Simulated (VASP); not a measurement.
A run of VASP 6.6.1 is set up as follows.

Contents of INCAR:

```
ALGO = Normal
DIPOL = 0.5 0.5 0.330
EDIFF = 1E-7
ENCUT = 520
GGA = PE
IDIPOL = 3
ISIF = 2
ISMEAR = 0
LASPH = T
LCHARG = T
LDIPOL = T
LELF = T
LREAL = F
LVACPOTAV = T
LVHAR = T
LWAVE = F
NBANDS = 52
NELM = 60
PREC = Accurate
SIGMA = 0.1
```

Contents of KPOINTS:

```
k-points
0
Gamma
  6 6 1
```

POSCAR

```
Mo6H
1.0
    4.4695765307      0.0000000000      0.0000000000
   -2.2347882654      3.8707668198      0.0000000000
    0.0000000000      0.0000000000     19.7595667350
Mo H
6 1
Direct
    0.6666666667      0.3333333333      0.2024335884
    0.3333333333      0.6666666667      0.2486060831
    0.0000000000      0.0000000000      0.2947785777
    0.6666666667      0.3333333333      0.3368821116
    0.3333333333      0.6666666667      0.3779725564
    0.0000000000      0.0000000000      0.4180034333
    0.6666666667      0.2222222222      0.4306760410
```

Potentials or basis: VASP PAW PBE potentials, release 64 (Mo_sv, H).

Run with:

```sh
$ cat potpaw_PBE.64/Mo_sv/POTCAR potpaw_PBE.64/H/POTCAR > POTCAR
$ mpirun -np 1 vasp_std > vasp.out
```

(1) Estimate the largest force.

(2) Estimate the band gap on the k mesh.

Results:

(1) 1.397 eV/Å.

(2) zero (an odd number of electrons rules out a gap without spin polarisation).
